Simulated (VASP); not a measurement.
Write the native input for VASP 6.6.1 that does the following.

| Property | Result |
| --- | --- |
| Task | single point |
| Functional | PBE |
| Potentials or basis | VASP PAW PBE potentials, release 64 (Pt) |
| Cutoff | 520 eV |
| k mesh | 13 × 13 × 9 |
| Occupations | fermi-dirac, width 0.05 eV |
| Spin | collinear spin |
| Starting moments | [1.0, 1.0] μB |
| Dipole correction | no |
| Further INCAR settings | ALGO = Normal; EDIFF = 1e-06; NBANDS = 21; ISYM = 0 |

The structure of Pt lies in POSCAR:

```
Pt
1.0
   -2.1453216574      2.5019765715      1.3416527971
    2.5019765715     -2.1453216574      1.3416527971
    2.5868805466      2.5868805466     -0.6884386687
Pt
2
Direct
    0.0159283149      0.9840716851      1.0000000000
    0.7340716851      0.2659283149      0.5000000000
```

These files were run (other wordings do the same):

INCAR

```
SYSTEM = Pt
PREC = Accurate ; ENCUT = 520
EDIFF = 1E-6 ; ISMEAR = -1
SIGMA = 0.05 ; LREAL = .FALSE.
LASPH = .TRUE. ; NELM = 150
ALGO = Normal ; ISIF = 2
LWAVE = .FALSE. ; LCHARG = .TRUE.
ISPIN = 2 ; MAGMOM = 1 1
LORBIT = 11 ; LMAXMIX = 4
GGA = PE ; LVHAR = .TRUE.
ISYM = 0 ; NBANDS = 21
KPAR = 4
```

KPOINTS

```
Automatic mesh
0
G
  13 13 9
  0 0 0
```

Potentials or basis: VASP PAW PBE potentials, release 64 (Pt).

Launch:

```sh
$ cat potpaw_PBE.64/Pt/POTCAR > POTCAR
$ mpirun -np 4 vasp_std > vasp.out
```

It gave:

```yaml
Pressure: -0.5 GPa
Largest_force: 0.004 eV/Å
Band_gap_on_the_k_mesh: zero (filled and empty bands overlap)
Net_moment: 0.00 μB per cell
Valence_electrons_inside_the_program's_atomic_spheres: Pt 9.22
```

Caveat: spin-orbit coupling is left out, which moves the levels of the heavy elements.

It took 6.4 min on 4 MPI ranks on Oxide Virtual Turin-like Processor (shared host), peak memory 0.72 GiB a rank.
